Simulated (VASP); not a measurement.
# AlGa2As3 (P3m1) in VASP: a series of runs

AlGa2As3 is run at these levels: PBE; tasks: single point.

Program: VASP 6.6.1. These are calculated values, not measurements. Logs are shortened: lines on timing, memory, paths and dates and some standing lists are left out, and cuts for length are marked.

## 1. The cell of the first run

Symmetry: P3m1, No. 156, trigonal system. Conventional cell: a = 4.059 Å, b = 4.059 Å, c = 9.940 Å, α = 90.00°, β = 90.00°, γ = 120.00°. Within 3.3 Å of Al (site symmetry 3m) lie 4 As at 2.48 Å. Ga (site symmetry 3m) has 4 As at 2.49 Å within 3.3 Å. Within 3.3 Å of Ga (site symmetry 3m) lie 4 As at 2.48 to 2.49 Å. As (site symmetry 3m) has 4 Ga at 2.48 to 2.49 Å within 3.3 Å. Within 3.3 Å of As (site symmetry 3m) lie 1 Al at 2.48 Å and 3 Ga at 2.49 Å. Within 3.3 Å of As (site symmetry 3m) lie 3 Al at 2.48 Å and 1 Ga at 2.49 Å.

## 2. Single point, PBE

The input, INCAR:

```
SYSTEM = AlGa2As3
PREC = Accurate
ENCUT = 520
EDIFF = 1E-6
ISMEAR = 0
SIGMA = 0.1
LREAL = .False.
LASPH = .True.
NELM = 100
ALGO = Normal
ISIF = 2
LWAVE = .False.
LCHARG = .False.
GGA = PE
NBANDS = 31
```

The input, KPOINTS:

```
Automatic mesh
0
Gamma
  6 6 2
  0 0 0
```

The input, POSCAR:

```
AlGa2As3
1.0
    4.0590980000      0.0000000000      0.0000000000
   -2.0295490000      3.5152820000      0.0000000000
    0.0000000000      0.0000000000      9.9397769000
Al Ga As
1 2 3
Direct
    0.3333333000      0.6666667000      0.6671640000
    0.0000000000      0.0000000000      0.9997730000
    0.6666667000      0.3333333000      0.3332700000
    0.6666667000      0.3333333000      0.0833550000
    0.3333333000      0.6666667000      0.4174020000
    0.0000000000      0.0000000000      0.7490350000
```

Potentials or basis: VASP PAW PBE potentials, release 64 (Al, Ga_d, As).

The run is started by

```
$ cat potpaw_PBE.64/Al/POTCAR potpaw_PBE.64/Ga_d/POTCAR potpaw_PBE.64/As/POTCAR > POTCAR
$ mpirun -np 1 vasp_std > vasp.out
```

OUTCAR:

```text
SYSTEM = AlGa2As3
   PREC = Accurate
   ENCUT = 520
   EDIFF = 1E-6
   ISMEAR = 0
   LREAL = .False.
   LASPH = .True.
   NELM = 100
   ISIF = 2
   GGA = PE

 ion  position               nearest neighbor table
   1  0.333  0.667  0.667-   6 2.48   6 2.48   6 2.48   5 2.48
   2  0.000  0.000  1.000-   4 2.49   4 2.49   4 2.49   6 2.49
   3  0.667  0.333  0.333-   4 2.48   5 2.49   5 2.49   5 2.49
   4  0.667  0.333  0.083-   3 2.48   2 2.49   2 2.49   2 2.49
   5  0.333  0.667  0.417-   1 2.48   3 2.49   3 2.49   3 2.49
   6  0.000  0.000  0.749-   1 2.48   1 2.48   1 2.48   2 2.49

  LATTYP: Found a hexagonal cell.
 ALAT       =     4.0590980000
 C/A-ratio  =     2.4487649473

  Lattice vectors:

 A1 = (   4.0590980000,   0.0000000000,   0.0000000000)
 A2 = (  -2.0295490000,   3.5152820000,   0.0000000000)
 A3 = (   0.0000000000,   0.0000000000,   9.9397769000)

Analysis of symmetry for initial positions (statically):
=====================================================================
 Subroutine PRICEL returns:
 Original cell was already a primitive cell.

 Routine SETGRP: Setting up the symmetry group for a
 hexagonal supercell.

 Subroutine GETGRP returns: Found  6 space group operations
 (whereof  6 operations were pure point group operations)
 out of a pool of 24 trial point group operations.

The static configuration has the point symmetry C_3v.

Analysis of symmetry for dynamics (positions and initial velocities):
=====================================================================
 Subroutine PRICEL returns:
 Original cell was already a primitive cell.

 Routine SETGRP: Setting up the symmetry group for a
 hexagonal supercell.

 Subroutine GETGRP returns: Found  6 space group operations
 (whereof  6 operations were pure point group operations)
 out of a pool of 24 trial point group operations.

The dynamic configuration has the point symmetry C_3v.

 Subroutine INISYM returns: Found  6 space group operations
 (whereof  6 operations are pure point group operations),
 and found     1 'primitive' translations

----------------------------------------------------------------------------------------

                                     Primitive cell

  volume of cell :     141.8294

  direct lattice vectors                    reciprocal lattice vectors
     4.059098000  0.000000000  0.000000000     0.246360152  0.142236099  0.000000000
    -2.029549000  3.515282000  0.000000000     0.000000000  0.284472199  0.000000000
[... 85 lines left out ...]
   NSW    =      0    number of steps for IOM
   IBRION =     -1    ionic relax: 0-MD 1-quasi-New 2-CG
   NFREE  =      0    steps in history (QN), initial steepest desc. (CG)
   ISIF   =      2    stress and relaxation
   ISYM   =      2    0-nonsym 1-usesym 2-fastsym
   POTIM  = 0.5000    time-step for ionic-motion
   TEBEG  =    0.0;   TEEND  =   0.0 temperature during run
   PSTRESS=    0.0 pullay stress
   NELECT =      44.0000    total number of electrons
   NUPDOWN=      -1.0000    fix difference up-down
   EMIN   =  10.00;   EMAX   =-10.00  energy-range for DOS
   EFERMI =   0.00;   METHOD = LEGACY
   ISMEAR =     0;   SIGMA  =   0.10  broadening in eV -4-tet -1-fermi 0-gaus
   EFERMI_NEDOS =   21; number of points for ismear=-14 and -15
   IALGO  =     38    algorithm
   IMIX   =      4    mixing-type and parameters
     AMIX     =   0.40;   BMIX     =  1.00
     AMIX_MAG =   1.60;   BMIX_MAG =  1.00
  volume/ion in A,a.u.               =      23.64       159.52
  Fermi-wavevector in a.u.,A,eV,Ry     =   1.108248  2.094285 16.710860  1.228214
  Thomas-Fermi vector in A             =   2.244773
   LORBIT       =      0    0 simple, 1 ext, 2 COOP (PROOUT), +10 PAW based schemes
   GGA     = PE    functional components
   LHFCALC =     F    Hartree Fock is set to
   AEXX    =    0.0000 exact exchange contribution
   IVDW    =     0    specifies the selected vdW correction
   LEPSILON=     F    determine dielectric tensor
   LRPA    =     F    only Hartree local field effects (RPA)
 non-spin polarized calculation
 Gauss-broadening in eV      SIGMA  =   0.10
  energy-cutoff  :      520.00
  volume of cell :      141.83
 maximum number of plane-waves:      3844
   NGX = 15   NGY = 15   NGZ = 37

 number of electron      43.9999985 magnetization

 Free energy of the ion-electron system (eV)
  ---------------------------------------------------
  ext. energy  EPLUGINS =         0.00000000
  ---------------------------------------------------
  free energy    TOTEN  =       -25.89630343 eV

  energy without entropy =      -25.89630147  energy(sigma->0) =      -25.89630245

 E-fermi :   3.8179     XC(G=0):  -9.2155

 val. band max:        3.5451068380   @ k =   0.0000   0.0000   0.0000
 cond. band min:       4.0769283337   @ k =   0.0000   0.0000   0.0000
 fundamental gap:      0.5318214957
 Fermi energy:         3.8179384931

 k-point     1 :       0.0000    0.0000    0.0000
  band No.  band energies     occupation
      1     -11.1285      2.00000
      2     -11.0939      2.00000
      3     -11.0746      2.00000
      4     -11.0746      2.00000
      5     -11.0616      2.00000
      6     -11.0616      2.00000
[... 465 lines left out ...]
     30       9.7028      0.00000
     31       9.8809      0.00000

------------------------ aborting loop because EDIFF is reached ----------------------------------------

  FORCE on cell =-STRESS in cart. coord.  units (eV):
  Direction    XX          YY          ZZ          XY          YZ          ZX
  --------------------------------------------------------------------------------------
  -------------------------------------------------------------------------------------
  Total        0.1692722      0.1692722      0.0068273      0.0000000     -0.0000000      0.0000000
  in kB        1.9121853      1.9121853      0.0771246      0.0000000     -0.0000000      0.0000000
  external PRESSURE =       1.3004984 kB  Pullay stress =       0.0000000 kB

 VOLUME and BASIS-vectors are now :
 -----------------------------------------------------------------------------
  energy-cutoff  :      520.00
  volume of cell :      141.83
      direct lattice vectors                 reciprocal lattice vectors
     4.059098000  0.000000000  0.000000000     0.246360152  0.142236099  0.000000000
    -2.029549000  3.515282000  0.000000000     0.000000000  0.284472199  0.000000000
     0.000000000  0.000000000  9.939776900     0.000000000  0.000000000  0.100605880

 POSITION                                       TOTAL-FORCE (eV/Angst)
 -----------------------------------------------------------------------------------
     -0.00000      2.34352      6.63146        -0.000000      0.000000     -0.003776
      0.00000      0.00000      9.93752         0.000000      0.000000      0.003381
      2.02955      1.17176      3.31263         0.000000     -0.000000     -0.000997
      2.02955      1.17176      0.82853        -0.000000     -0.000000      0.000036
     -0.00000      2.34352      4.14888        -0.000000      0.000000      0.008889
      0.00000      0.00000      7.44524        -0.000000      0.000000     -0.007533
 -----------------------------------------------------------------------------------
    total drift:                               -0.000084      0.000050      0.000066

  FREE ENERGIE OF THE ION-ELECTRON SYSTEM (eV)
  ---------------------------------------------------
  free  energy   TOTEN  =       -25.8963034344 eV

  energy  without entropy=      -25.8963014666  energy(sigma->0) =      -25.89630245
```

Run time: 61 s. Hardware: 1 thread of Intel Xeon Platinum 8259CL at 2.50GHz (Skylake/Cascade Lake), shared host; peak memory 0.27 GiB.

Results:

| Property | Result |
| --- | --- |
| Free energy | -25.8963 eV |
| Pressure | 0.1 GPa |
| Largest force | 0.009 eV/Å |
| Band gap on the k mesh | 0.53 eV |

Forces on the atoms (eV/Å):
```
Al   0.000  0.000 -0.004
Ga   0.000  0.000  0.003
Ga   0.000  0.000 -0.001
As   0.000  0.000  0.000
As   0.000  0.000  0.009
As   0.000  0.000 -0.008
```

Levels at points of the mesh, in eV from the valence-band top:
```
           k point  band 18  band 19  band 20  band 21  band 22  band 23  band 24  band 25  band 26  band 27
(0.00, 0.00, 0.00)    -0.74    -0.74    -0.03     0.00     0.00     0.53     1.21     1.84     3.86     3.86
(0.50, 0.00, 0.00)    -2.40    -2.39    -2.29    -1.49    -1.41     1.49     1.80     2.34     2.60     4.38
(0.00, 0.00, 0.50)    -1.03    -0.44    -0.44    -0.23    -0.23     1.10     1.55     2.19     4.28     4.28
(0.50, 0.00, 0.50)    -2.93    -2.15    -2.10    -1.00    -1.00     1.17     1.88     2.04     3.39     3.43
```

## 3. Single point, PBE

The input, INCAR:

```
SYSTEM = AlGa2As3
  PREC = Accurate
  ENCUT = 520
  EDIFF = 1E-7
  ISMEAR = 0
  SIGMA = 0.02
  LREAL = .False.
  LASPH = .True.
  NELM = 100
  ALGO = Normal
  ISIF = 2
  LWAVE = .False.
  LCHARG = .True.
  GGA = PE
  LELF = .True.
  LVHAR = .True.
  NBANDS = 31
```

The input, KPOINTS:

```
Automatic mesh
0
Gamma
  12 12 4
  0 0 0
```

The input, POSCAR:

```
AlGa2As3
1.0
    4.0590980090      0.0000000000      0.0000000000
   -2.0295490045      3.5152819922      0.0000000000
    0.0000000000      0.0000000000      9.9397769000
Al Ga As
1 2 3
Direct
    0.3333333333      0.6666666667      0.6671640000
    0.0000000000      0.0000000000      0.9997730000
    0.6666666667      0.3333333333      0.3332700000
    0.6666666667      0.3333333333      0.0833550000
    0.3333333333      0.6666666667      0.4174020000
    0.0000000000      0.0000000000      0.7490350000
```

Potentials or basis: VASP PAW PBE potentials, release 64 (Al, Ga_d, As).

The run is started by

```
$ cat potpaw_PBE.64/Al/POTCAR potpaw_PBE.64/Ga_d/POTCAR potpaw_PBE.64/As/POTCAR > POTCAR
$ mpirun -np 1 vasp_std > vasp.out
```

Run time: 5 min. Hardware: 1 thread of Intel Xeon Platinum 8259CL at 2.50GHz (Skylake/Cascade Lake), shared host; peak memory 0.43 GiB.

The run converged. Its results:

```
Free energy            : -25.9301 eV
Pressure               : 0.2 GPa
Largest force          : 0.005 eV/Å
Band gap on the k mesh : 0.53 eV
```

Forces on the atoms (eV/Å):
```
Al   0.000  0.000  0.000
Ga   0.000  0.000  0.003
Ga   0.000  0.000  0.002
As   0.000  0.000 -0.002
As   0.000  0.000  0.002
As   0.000  0.000 -0.005
```

Levels at points of the mesh, in eV from the valence-band top:
| k point | band 19 | band 20 | band 21 | band 22 | band 23 | band 24 | band 25 | band 26 |
| --- | --- | --- | --- | --- | --- | --- | --- | --- |
| (0.00, 0.00, 0.00) | -0.74 | -0.03 | 0.00 | 0.00 | 0.53 | 1.22 | 1.85 | 3.86 |
| (0.50, 0.00, 0.00) | -2.39 | -2.29 | -1.49 | -1.41 | 1.49 | 1.80 | 2.34 | 2.60 |
| (0.00, 0.00, 0.50) | -0.43 | -0.43 | -0.23 | -0.23 | 1.11 | 1.56 | 2.19 | 4.29 |
| (0.50, 0.00, 0.50) | -2.15 | -2.10 | -1.00 | -1.00 | 1.17 | 1.89 | 2.05 | 3.39 |
